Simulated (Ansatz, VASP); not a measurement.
Two plane-wave programs on C

File INCAR:

```
PREC     = Accurate       # precision mode
ENCUT    = 520            # plane-wave cutoff, eV
EDIFF    = 1E-7           # SCF threshold, eV
ISMEAR   = 0              # smearing method
SIGMA    = 0.15           # smearing width, eV
LREAL    = F              # projectors in reciprocal space
LASPH    = T              # aspherical terms in the spheres
NELM     = 80             # most SCF steps
ALGO     = Normal         # electronic algorithm
ISIF     = 2              # what is computed and relaxed
LWAVE    = F              # write WAVECAR
LCHARG   = T              # write CHGCAR
GGA      = PE             # functional
IVDW     = 12             # dispersion correction
LELF     = T              # ELF
LVHAR    = T            
NBANDS   = 16             # bands
```

KPOINTS

```
regular mesh
0
Gamma
  22 22 8
```

The input POSCAR:

```
C
1.0
    1.2327689981     -2.1341461166      0.0213414612
    1.2327689981      2.1341461166     -0.0213414612
    0.0000000000     -0.0679898368      6.7989836842
C
4
Direct
    0.0833101797      0.9166898203      0.7500000000
    0.5833101797      0.4166898203      0.2500000000
    0.9166898203      0.0833101797      0.2500000000
    0.4166898203      0.5833101797      0.7500000000
```

Input for Ansatz:

```yaml
crystal:
  lattice:
    - [1.2327689981, -2.1341461166, 0.0213414612]
    - [1.2327689981, 2.1341461166, -0.0213414612]
    - [0.0, -0.0679898368, 6.7989836842]
  atoms:
    - { symbol: C, position: [0.0833101797, 0.9166898203, 0.75] }
    - { symbol: C, position: [0.5833101797, 0.4166898203, 0.25] }
    - { symbol: C, position: [0.9166898203, 0.0833101797, 0.25] }
    - { symbol: C, position: [0.4166898203, 0.5833101797, 0.75] }
basis:
  ecutwfc: 420
kpoints:
  mp_grid: { grid: [22, 22, 8] }
hamiltonian:
  xc: pbe
  dispersion: d3bj
scf:
  occupations: { method: gaussian, width: 0.15 }
output:
  forces: true
  stress: true
  eigenvalues: true
```

Change from the starting cell: strain -0.0200 x Voigt [0, 0, 0, 1, 0, 0], atoms carried along.

Alike in both runs: task single point; functional PBE; dispersion D3(BJ); k mesh 22 × 22 × 8; occupations gaussian, width 0.15 eV; no spin polarisation.

```csv
,VASP,Ansatz
version,VASP 6.6.1,Ansatz 0.2.0
potentials or method,"VASP PAW PBE potentials, release 64 (C), cutoff 520 eV","scalar-relativistic, plane waves, PAW"
valence electrons in the cell,16,16
```

VASP gave:

| Quantity | Value |
| --- | --- |
| gap on the k mesh at the Fermi level (eV) | none |
| pressure (GPa) | 0.4 |
| traceless stress, the component that is largest in VASP (GPa) | -0.48 |
| rms of the force components (eV/Å) | 0.004 |

Q: Which values does Ansatz return?

A: gap on the k mesh at the Fermi level (eV): none; pressure (GPa): 0.0; traceless stress, the component that is largest in VASP (GPa): 0.04; rms of the force components (eV/Å): 0.004.

Atom by atom the forces differ by 0.000 eV/Å (rms over components). A gap of «none» marks a metal or a gap that the smearing closes.
